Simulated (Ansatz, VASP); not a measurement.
# Two plane-wave programs on TiO2

Contents of INCAR:

```
SYSTEM = TiO2
ALGO     = Normal         ! electronic algorithm
EDIFF    = 1E-6           ! SCF threshold, eV
ENCUT    = 520            ! plane-wave cutoff, eV
GGA      = PE             ! functional
ISIF     = 2              ! what is computed and relaxed
ISMEAR   = 0              ! smearing method
LASPH    = .TRUE.         ! aspherical terms in the spheres
LCHARG   = .TRUE.         ! write CHGCAR
LDAU     = .TRUE.         ! DFT+U
LDAUJ    = 0 0          
LDAUL    = 2 -1           ! shell
LDAUPRINT= 1            
LDAUTYPE = 2            
LDAUU    = 4 0            ! U, eV
LELF     = .TRUE.         ! ELF
LMAXMIX  = 4              ! l up to which the mixer works
LREAL    = .FALSE.        ! projectors in reciprocal space
LVHAR    = .TRUE.       
LWAVE    = .FALSE.        ! write WAVECAR
NBANDS   = 33             ! bands
NELM     = 150            ! most SCF steps
PREC     = Accurate       ! precision mode
SIGMA    = 0.05           ! smearing width, eV
```

KPOINTS

```
k-points
0
G
  8 8 8
  0 0 0
```

POSCAR

```
TiO2
1.0
   -1.9086496194      1.9086496194      4.6291000000
    1.9086496194     -1.9086496194      4.6291000000
    1.9086496194      1.9086496194     -4.6291000000
Ti O
2 4
Direct
    0.0000000000      0.0000000000      0.0000000000
    0.7500000000      0.2500000000      0.5000000000
    0.2052277854      0.2052277854      0.0000000000
    0.9552277854      0.4552277854      0.5000000000
    0.5447722146      0.0447722146      0.5000000000
    0.7947722146      0.7947722146      0.0000000000
```

Input for Ansatz:

```yaml
crystal:
  lattice:
    - [-1.9086496194, 1.9086496194, 4.6291]
    - [1.9086496194, -1.9086496194, 4.6291]
    - [1.9086496194, 1.9086496194, -4.6291]
  atoms:
    - { symbol: Ti, position: [0.0, 0.0, 0.0] }
    - { symbol: Ti, position: [0.75, 0.25, 0.5] }
    - { symbol: O, position: [0.2052277854, 0.2052277854, 0.0] }
    - { symbol: O, position: [0.9552277854, 0.4552277854, 0.5] }
    - { symbol: O, position: [0.5447722146, 0.0447722146, 0.5] }
    - { symbol: O, position: [0.7947722146, 0.7947722146, 0.0] }
basis:
  ecutwfc: 520.0
kpoints:
  mp_grid: { grid: [8, 8, 8] }
hamiltonian:
  xc: pbe
  pseudopotentials: { kind: paw, azcp: { folder: soft_1 } }
  hubbard: { sites: [{ species: Ti, l: d, u_eff: 4.0 }] }
scf:
  occupations: { method: gaussian, width: 0.05 }
output:
  forces: true
  stress: true
  eigenvalues: true
```

Alike in both runs: task single point; functional PBE; k mesh 8 × 8 × 8; occupations gaussian, width 0.05 eV; no spin polarisation; Hubbard terms Ti d U = 4.0 eV.

```csv
,VASP,Ansatz
version,VASP 6.6.1,Ansatz 0.2.0
potentials or method,"VASP PAW PBE potentials, release 64 (Ti_sv, O), cutoff 520 eV","scalar-relativistic, plane waves, PAW"
valence electrons in the cell,48,48
```

Ansatz gave:

| Item | Value |
| --- | --- |
| gap on the k mesh at the Fermi level (eV) | 2.85 |
| least direct gap on the mesh (eV) | 3.08 |
| pressure (GPa) | 14.2 |
| traceless stress, the component that is largest in VASP (GPa) | 12.58 |
| rms of the force components (eV/Å) | 0.591 |

Task: Estimate VASP's values.

Result: gap on the k mesh at the Fermi level (eV): 2.85; least direct gap on the mesh (eV): 3.09; pressure (GPa): 19.1; traceless stress, the component that is largest in VASP (GPa): 13.15; rms of the force components (eV/Å): 0.712.

The programs project onto different local orbitals, so the same U acts differently, and such runs can settle in different states. Atom by atom the forces differ by 0.121 eV/Å (rms over components).
